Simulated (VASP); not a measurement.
A run of VASP 6.6.1 is set up as follows.

Contents of INCAR:

```
SYSTEM = MnO
ALGO = Normal ; EDIFF = 1E-6
ENCUT = 520 ; GGA = PS
ISIF = 2 ; ISMEAR = 0
ISPIN = 2 ; LASPH = .TRUE.
LCHARG = .FALSE. ; LMAXMIX = 4
LORBIT = 11 ; LREAL = .FALSE.
LWAVE = .FALSE. ; MAGMOM = 4.2 0.23
NBANDS = 20 ; NELM = 150
PREC = Accurate ; SIGMA = 0.1
```

File KPOINTS:

```
k-points
0
G
  16 16 16
  0 0 0
```

File POSCAR:

```
MnO
1.0
    0.0000000000      2.1909430537      2.1909430537
    2.1909430537      0.0000000000      2.1909430537
    2.1909430537      2.1909430537      0.0000000000
Mn O
1 1
Direct
    0.0000000000      0.0000000000      0.0000000000
    0.5000000000      0.5000000000      0.5000000000
```

Potentials or basis: VASP PAW PBE potentials, release 64 (Mn_pv, O).

Launch:

```console
$ cat potpaw_PBE.64/Mn_pv/POTCAR potpaw_PBE.64/O/POTCAR > POTCAR
$ mpirun -np 1 vasp_std > vasp.out
```

Task: Estimate the site moments.

Result: Mn +4.20; O +0.19 μB.

Task: Estimate the net moment.

Result: 4.60 μB per cell.

Task: Estimate the pressure.

Result: -3.1 GPa.

Caveat: the cell stands under tension; the PAW data sets were made with another functional, which shifts forces and pressure a little; a cell with one magnetic atom can't hold antiferromagnetic order, which such compounds often take.
